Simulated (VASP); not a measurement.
# SiC (NiAs type) (P6_3/mmc) in VASP: relaxation of cell and atoms with PBE

Aim: the relaxation of cell and atoms of SiC (NiAs type) with PBE.

All numbers are computed with VASP 6.6.1; they aren't measurements. Logs are shortened: lines on timing, memory, paths and dates and some standing lists are left out, and cuts for length are marked.

### Step 1. The cell of the first run

Symmetry: P6_3/mmc, No. 194, hexagonal system. The conventional cell has a = 2.489 Å, b = 2.489 Å, c = 3.859 Å, α = 90.00°, β = 90.00°, γ = 120.00°. Si (site symmetry -3m) has 6 C at 1.73 Å and 2 Si at 1.93 Å within 2.3 Å. Within 2.3 Å of C (site symmetry -6m2) lie 6 Si at 1.73 Å.

### Step 2. Relaxation of cell and atoms, PBE, target pressure 320 GPa, at which the enthalpy is minimised

INCAR

```
  PREC = Accurate
  ENCUT = 600
  EDIFF = 1E-6
  ISMEAR = -1
  SIGMA = 0.05
  LREAL = False
  LASPH = True
  NELM = 80
  ALGO = Normal
  ISIF = 3
  LWAVE = False
  LCHARG = False
  GGA = PE
  IBRION = 2
  NSW = 60
  EDIFFG = -0.005
  PSTRESS = 3200.0
```

KPOINTS

```
regular mesh
0
Gamma
  14 14 8
```

POSCAR

```
SiC
1.0
    2.4894339784      0.0000000000      0.0000000000
   -1.2447169892      2.1559130663      0.0000000000
    0.0000000000      0.0000000000      3.8586226665
Si C
2 2
Direct
    0.0000000000      0.0000000000      0.0000000000
    0.0000000000      0.0000000000      0.5000000000
    0.3333333333      0.6666666667      0.2500000000
    0.6666666667      0.3333333333      0.7500000000
```

Potentials or basis: VASP PAW PBE potentials, release 64 (Si, C).

On the command line:

```console
$ cat potpaw_PBE.64/Si/POTCAR potpaw_PBE.64/C/POTCAR > POTCAR
$ mpirun -np 1 vasp_std > vasp.out
```

OUTCAR:

```text
PREC = Accurate
   ENCUT = 600
   EDIFF = 1E-6
   ISMEAR = -1
   LREAL = False
   LASPH = True
   NELM = 80
   ISIF = 3
   GGA = PE
   IBRION = 2
   NSW = 60
   EDIFFG = -0.005
   PSTRESS = 3200.0

 ion  position               nearest neighbor table
   1  0.000  0.000  0.000-   3 1.73   4 1.73   3 1.73   4 1.73   4 1.73   3 1.73   2 1.93   2 1.93

   2  0.000  0.000  0.500-   3 1.73   4 1.73   3 1.73   4 1.73   4 1.73   3 1.73   1 1.93   1 1.93

   3  0.333  0.667  0.250-   1 1.73   2 1.73   1 1.73   2 1.73   1 1.73   2 1.73
   4  0.667  0.333  0.750-   1 1.73   2 1.73   1 1.73   2 1.73   1 1.73   2 1.73

  LATTYP: Found a hexagonal cell.
 ALAT       =     2.4894339784
 C/A-ratio  =     1.5500000000

  Lattice vectors:

 A1 = (   2.4894339784,   0.0000000000,   0.0000000000)
 A2 = (  -1.2447169892,   2.1559130663,   0.0000000000)
 A3 = (   0.0000000000,   0.0000000000,   3.8586226665)

Analysis of symmetry for initial positions (statically):
=====================================================================
 Subroutine PRICEL returns:
 Original cell was already a primitive cell.

 Routine SETGRP: Setting up the symmetry group for a
 hexagonal supercell.

 Subroutine GETGRP returns: Found 24 space group operations
 (whereof 12 operations were pure point group operations)
 out of a pool of 24 trial point group operations.

The static configuration has the point symmetry D_3d.
 The point group associated with its full space group is D_6h.

Analysis of symmetry for dynamics (positions and initial velocities):
=====================================================================
 Subroutine PRICEL returns:
 Original cell was already a primitive cell.

 Routine SETGRP: Setting up the symmetry group for a
 hexagonal supercell.

 Subroutine GETGRP returns: Found 24 space group operations
 (whereof 12 operations were pure point group operations)
 out of a pool of 24 trial point group operations.

The dynamic configuration has the point symmetry D_3d.
 The point group associated with its full space group is D_6h.

 Subroutine INISYM returns: Found 24 space group operations
 (whereof 12 operations are pure point group operations),
 and found     1 'primitive' translations

----------------------------------------------------------------------------------------

                                     Primitive cell

  volume of cell :      20.7092

  direct lattice vectors                    reciprocal lattice vectors
     2.489433978  0.000000000  0.000000000     0.401697739  0.231920298  0.000000000
[... 122 lines left out ...]
 non-spin polarized calculation
  energy-cutoff  :      600.00
  volume of cell :       20.71
 maximum number of plane-waves:       707
 NGX is ok and might be reduce to    20
   NGX =  9   NGY =  9   NGZ = 15

--------------------------------------- Ionic step        1  -------------------------------------------

 number of electron      15.9999999 magnetization

 Free energy of the ion-electron system (eV)
  ---------------------------------------------------
  ext. energy  EPLUGINS =         0.00000000
  ---------------------------------------------------
  free energy    TOTEN  =       -17.05169829 eV

  energy without entropy =      -17.05071668  energy(sigma->0) =      -17.05120748

------------------------ aborting loop because EDIFF is reached ----------------------------------------

  FORCE on cell =-STRESS in cart. coord.  units (eV):
  Direction    XX          YY          ZZ          XY          YZ          ZX
  --------------------------------------------------------------------------------------
  -------------------------------------------------------------------------------------
  Total       36.2595772     36.2595772     61.7432696      0.0000000     -0.0000000      0.0000000
  in kB     2805.2343585   2805.2343584   4776.7887685      0.0000000     -0.0000000      0.0000000
  external PRESSURE =     262.4191618 kB  Pullay stress =    3200.0000000 kB
[... 103 lines left out ...]
  energy  without entropy=      -19.3364454685  energy(sigma->0) =      -19.33644555

  enthalpy is  TOTEN    =        23.5101444459 eV   P V=       42.8465900706

[... ionic steps 4 to 9 ...]

--------------------------------------- Ionic step       10  -------------------------------------------

 number of electron      15.9999998 magnetization

------------------------ aborting loop because EDIFF is reached ----------------------------------------
[... 75 lines left out ...]
--------------------------------------- Ionic step       12  -------------------------------------------

 number of electron      15.9999998 magnetization

 Free energy of the ion-electron system (eV)
  ---------------------------------------------------
  ext. energy  EPLUGINS =         0.00000000
  ---------------------------------------------------
  free energy    TOTEN  =       -18.28302408 eV

  energy without entropy =      -18.28302369  energy(sigma->0) =      -18.28302389

 E-fermi :  21.2948     XC(G=0): -14.8898

 val. band max:       20.8054975486   @ k =   0.0000   0.0000   0.0000
 cond. band min:      21.7781327748   @ k =   0.5000  -0.0000   0.0000
 fundamental gap:      0.9726352262
 Fermi energy:        21.2947501296

 k-point     1 :       0.0000    0.0000    0.0000
  band No.  band energies     occupation
      1      -3.8562      2.00000
      2       2.8280      2.00000
      3       4.4358      2.00000
      4      18.7494      2.00000
      5      18.7494      2.00000
      6      19.9423      2.00000
      7      20.8055      1.99989
      8      20.8055      1.99989
      9      25.5082      0.00000
     10      30.8943      0.00000
     11      31.6923      0.00000
     12      31.6923      0.00000
[... 331 lines left out ...]
 k-point    24 :       0.3571    0.2857    0.0000
  band No.  band energies     occupation
      1       4.7027      2.00000
      2       5.2692      2.00000
      3       7.2473      2.00000
      4      10.2857      2.00000
      5      11.5707      2.00000
      6      11.5865      2.00000
      7      12.6698      2.00000
      8      12.8590      2.00000
      9      22.5026      0.00000
     10      30.9361      0.00000
     11      31.5654      0.00000
     12      32.1899      0.00000

 [... further k-points ...]

------------------------ aborting loop because EDIFF is reached ----------------------------------------

  FORCE on cell =-STRESS in cart. coord.  units (eV):
  Direction    XX          YY          ZZ          XY          YZ          ZX
  --------------------------------------------------------------------------------------
  -------------------------------------------------------------------------------------
  Total       41.7408586     41.7408586     41.7445416      0.0000000      0.0000000     -0.0000000
  in kB     3200.3821405   3200.3821403   3200.6645325      0.0000000      0.0000000     -0.0000000
  external PRESSURE =       0.4762711 kB  Pullay stress =    3200.0000000 kB
[... 23 lines left out ...]
  energy  without entropy=      -18.2830236929  energy(sigma->0) =      -18.28302389

  enthalpy is  TOTEN    =        23.4528504286 eV   P V=       41.7358745092

 reached required accuracy - stopping structural energy minimisation
```

OSZICAR:

```text
N       E                     dE             d eps       ncg     rms          rms(c)
DAV:   1     0.561149821532E+02    0.56115E+02   -0.93678E+03  2960   0.142E+03
DAV:   2    -0.188707439086E+02   -0.74986E+02   -0.67668E+02  3996   0.236E+02
DAV:   3    -0.213023648747E+02   -0.24316E+01   -0.24145E+01  3692   0.394E+01
DAV:   4    -0.213144397791E+02   -0.12075E-01   -0.12067E-01  3440   0.323E+00
[... 80 lines left out ...]
  11 F= 0.23452942E+02 E0= 0.23452942E+02  d E =0.779887E-04
       N       E                     dE             d eps       ncg     rms          rms(c)
DAV:   1    -0.182830286549E+02    0.40789E-01   -0.54098E-04  3268   0.238E-01    0.377E-02
DAV:   2    -0.182830243248E+02    0.43301E-05   -0.95197E-06  3364   0.304E-02    0.225E-02
DAV:   3    -0.182830240806E+02    0.24413E-06   -0.38636E-06  3080   0.160E-02
  12 F= 0.23452850E+02 E0= 0.23452851E+02  d E =-.134436E-04
```

CONTCAR:

```text
SiC
   1.00000000000000
     2.4169763290943362   -0.0000000000000000   -0.0000000000000000
    -1.2084881645471681    2.0931629012525410   -0.0000000000000000
     0.0000000000000000   -0.0000000000000000    4.1304245755004194
  Si              C
     2     2
Direct
     0.0000000000000000    0.0000000000000000    0.0000000000000000
     0.0000000000000000    0.0000000000000000    0.5000000000000000
     0.3333333332999970    0.6666666667000030    0.2500000000000000
     0.6666666667000030    0.3333333332999970    0.7500000000000000

  0.00000000E+00  0.00000000E+00  0.00000000E+00
  0.00000000E+00  0.00000000E+00  0.00000000E+00
  0.00000000E+00  0.00000000E+00  0.00000000E+00
  0.00000000E+00  0.00000000E+00  0.00000000E+00
```

It took 3.7 min on 1 thread of Intel Xeon 8259CL, shared host; peak memory 0.16 GiB.

What came out:

- Free energy: -18.2830 eV
- Relaxed volume: 5.22 Å³/atom
- Relaxed cell: a = 2.417 Å, b = 2.417 Å, c = 4.130 Å, α = 90.00°, β = 90.00°, γ = 120.00°
- Space group after relaxing (to 0.1 Å): P6_3/mmc (No. 194)
- Energy change on relaxing (the run minimises the enthalpy): -307.8 meV/atom
- Ionic steps: 12
- Pressure after relaxing: 320.0 GPa
- Band gap on the k mesh: 0.97 eV (least direct gap 3.54 eV)

Step by step:
| step | energy change (eV) | largest force (eV/Å) | pressure (GPa) | volume (Å³) |
| --- | --- | --- | --- | --- |
| 1 | 0.0000 | 0.0000 | 346.24 | 20.71 |
| 2 | -1.4795 | 0.0000 | 222.43 | 22.72 |
| 3 | -2.2847 | 0.0000 | 287.94 | 21.45 |
| 4 | -2.1916 | 0.0000 | 291.30 | 21.40 |
| 5 | 3.0088 | 0.0000 | 442.09 | 19.15 |
| 6 | -1.3015 | 0.0000 | 317.87 | 20.93 |
| 7 | -1.2495 | 0.0000 | 319.40 | 20.91 |
| 8 | -1.2297 | 0.0000 | 319.96 | 20.90 |
| 9 | -1.1963 | 0.0000 | 321.21 | 20.88 |
| 10 | -1.2157 | 0.0000 | 320.50 | 20.89 |
| 11 | -1.2721 | 0.0000 | 318.83 | 20.92 |
| 12 | -1.2313 | 0.0000 | 320.05 | 20.90 |

Final structure:
```
CELL_PARAMETERS angstrom
2.41698 0.00000 0.00000
-1.20849 2.09316 0.00000
0.00000 0.00000 4.13042
ATOMIC_POSITIONS crystal
Si 0.00000 0.00000 0.00000
Si 0.00000 0.00000 0.50000
C 0.33333 0.66667 0.25000
C 0.66667 0.33333 0.75000
```

Caveat: the cell is relaxed towards a set pressure, so the run minimises the enthalpy, not the energy.
